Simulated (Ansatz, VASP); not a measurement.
# BN in VASP and in Ansatz

The input INCAR:

```
PREC = Accurate ; ENCUT = 520
EDIFF = 1E-6 ; ISMEAR = 0
SIGMA = 0.05 ; LREAL = Auto
LASPH = True ; NELM = 100
ALGO = Normal ; ISIF = 2
LWAVE = False ; LCHARG = False
LDIPOL = True ; IDIPOL = 3
DIPOL = 0.5 0.5 0.428 ; GGA = PE
IVDW = 12 ; NBANDS = 96
```

Contents of KPOINTS:

```
Automatic mesh
0
Gamma
  3 3 1
```

POSCAR

```
BN
1.0
    7.5193143265      0.0000000000      0.0000000000
   -3.7596571633      6.5119172258      0.0000000000
    0.0000000000      0.0000000000     22.5912245264
B N
18 18
Direct
    0.2222222222      0.1111111111      0.3541198040
    0.2222222222      0.4444444444      0.3541198040
    0.2222222222      0.7777777778      0.3541198040
    0.5555555556      0.1111111111      0.3541198040
    0.5555555556      0.4444444445      0.3541198040
    0.5555555556      0.7777777778      0.3541198040
    0.8888888889      0.1111111111      0.3541198040
    0.8888888889      0.4444444444      0.3541198040
    0.8888888889      0.7777777778      0.3541198040
    0.1131176147      0.2232254740      0.5025336329
    0.1121451222      0.5561316960      0.5025414484
    0.1121451222      0.8893467596      0.5025414484
    0.4454869185      0.2228393983      0.5024284140
    0.4454869185      0.5559808535      0.5024284140
    0.4453372247      0.8893352790      0.5025585159
    0.7782760639      0.2232129080      0.5026133393
    0.7786435477      0.5559884405      0.5024447190
    0.7782760639      0.8883964893      0.5026133393
    0.1111111111      0.2222222222      0.3541198040
    0.1111111111      0.5555555556      0.3541198040
    0.1111111111      0.8888888889      0.3541198040
    0.4444444444      0.2222222222      0.3541198040
    0.4444444444      0.5555555556      0.3541198040
    0.4444444444      0.8888888889      0.3541198040
    0.7777777778      0.2222222222      0.3541198040
    0.7777777778      0.5555555556      0.3541198040
    0.7777777778      0.8888888889      0.3541198040
    0.2232419049      0.1116231303      0.5023129565
    0.2232419049      0.4449521080      0.5023129565
    0.2232034759      0.7782684046      0.5025686542
    0.5565355518      0.1116250364      0.5023786181
    0.5565478579      0.4449405956      0.5024003193
    0.5565355518      0.7782438487      0.5023786181
    0.8898870614      0.1116101974      0.5039651582
    0.8898553710      0.4449471178      0.5023625575
    0.8898553710      0.7782415865      0.5023625575
```

Input for Ansatz:

```yaml
crystal:
  lattice:
    - [7.5193143265, 0.0, 0.0]
    - [-3.7596571633, 6.5119172258, 0.0]
    - [0.0, 0.0, 22.5912245264]
  atoms:
    - { symbol: B, position: [0.2222222222, 0.1111111111, 0.354119804] }
    - { symbol: B, position: [0.2222222222, 0.4444444444, 0.354119804] }
    - { symbol: B, position: [0.2222222222, 0.7777777778, 0.354119804] }
    - { symbol: B, position: [0.5555555556, 0.1111111111, 0.354119804] }
    - { symbol: B, position: [0.5555555556, 0.4444444445, 0.354119804] }
    - { symbol: B, position: [0.5555555556, 0.7777777778, 0.354119804] }
    - { symbol: B, position: [0.8888888889, 0.1111111111, 0.354119804] }
    - { symbol: B, position: [0.8888888889, 0.4444444444, 0.354119804] }
    - { symbol: B, position: [0.8888888889, 0.7777777778, 0.354119804] }
    - { symbol: "N", position: [0.1111111111, 0.2222222222, 0.354119804] }
    - { symbol: "N", position: [0.1111111111, 0.5555555556, 0.354119804] }
    - { symbol: "N", position: [0.1111111111, 0.8888888889, 0.354119804] }
    - { symbol: "N", position: [0.4444444444, 0.2222222222, 0.354119804] }
    - { symbol: "N", position: [0.4444444444, 0.5555555556, 0.354119804] }
    - { symbol: "N", position: [0.4444444444, 0.8888888889, 0.354119804] }
    - { symbol: "N", position: [0.7777777778, 0.2222222222, 0.354119804] }
    - { symbol: "N", position: [0.7777777778, 0.5555555556, 0.354119804] }
    - { symbol: "N", position: [0.7777777778, 0.8888888889, 0.354119804] }
    - { symbol: B, position: [0.1131176147, 0.223225474, 0.5025336329] }
    - { symbol: B, position: [0.1121451222, 0.556131696, 0.5025414484] }
    - { symbol: B, position: [0.1121451222, 0.8893467596, 0.5025414484] }
    - { symbol: B, position: [0.4454869185, 0.2228393983, 0.502428414] }
    - { symbol: B, position: [0.4454869185, 0.5559808535, 0.502428414] }
    - { symbol: B, position: [0.4453372247, 0.889335279, 0.5025585159] }
    - { symbol: B, position: [0.7782760639, 0.223212908, 0.5026133393] }
    - { symbol: B, position: [0.7786435477, 0.5559884405, 0.502444719] }
    - { symbol: B, position: [0.7782760639, 0.8883964893, 0.5026133393] }
    - { symbol: "N", position: [0.2232419049, 0.1116231303, 0.5023129565] }
    - { symbol: "N", position: [0.2232419049, 0.444952108, 0.5023129565] }
    - { symbol: "N", position: [0.2232034759, 0.7782684046, 0.5025686542] }
    - { symbol: "N", position: [0.5565355518, 0.1116250364, 0.5023786181] }
    - { symbol: "N", position: [0.5565478579, 0.4449405956, 0.5024003193] }
    - { symbol: "N", position: [0.5565355518, 0.7782438487, 0.5023786181] }
    - { symbol: "N", position: [0.8898870614, 0.1116101974, 0.5039651582] }
    - { symbol: "N", position: [0.889855371, 0.4449471178, 0.5023625575] }
    - { symbol: "N", position: [0.889855371, 0.7782415865, 0.5023625575] }
basis:
  ecutwfc: 420
kpoints:
  mp_grid: { grid: [3, 3, 1] }
hamiltonian:
  xc: pbe
  dispersion: d3bj
scf:
  occupations: { method: gaussian, width: 0.05 }
output:
  forces: true
  eigenvalues: true
  write_density: true
  volumetric_format: npy
efield:
  axis: 3
  dipole_correction: true
  ramp_width: 0.04
```

Alike in both runs: task single point; functional PBE; dispersion D3(BJ); k mesh 3 × 3 × 1; occupations gaussian, width 0.05 eV; no spin polarisation.

|  | VASP | Ansatz |
| --- | --- | --- |
| version | VASP 6.6.1 | Ansatz 0.2.0 |
| potentials or method | VASP PAW PBE potentials, release 64 (B, N), cutoff 520 eV | scalar-relativistic, plane waves, PAW |
| valence electrons in the cell | 144 | 144 |

VASP gave:

```
gap on the k mesh at the Fermi level (eV) : 4.56
least direct gap on the mesh (eV)         : 4.71
rms of the force components (eV/Å)        : 0.078
```

Problem. Estimate Ansatz's values.

Solution. gap on the k mesh at the Fermi level (eV): 4.57; least direct gap on the mesh (eV): 4.71; rms of the force components (eV/Å): 0.078.
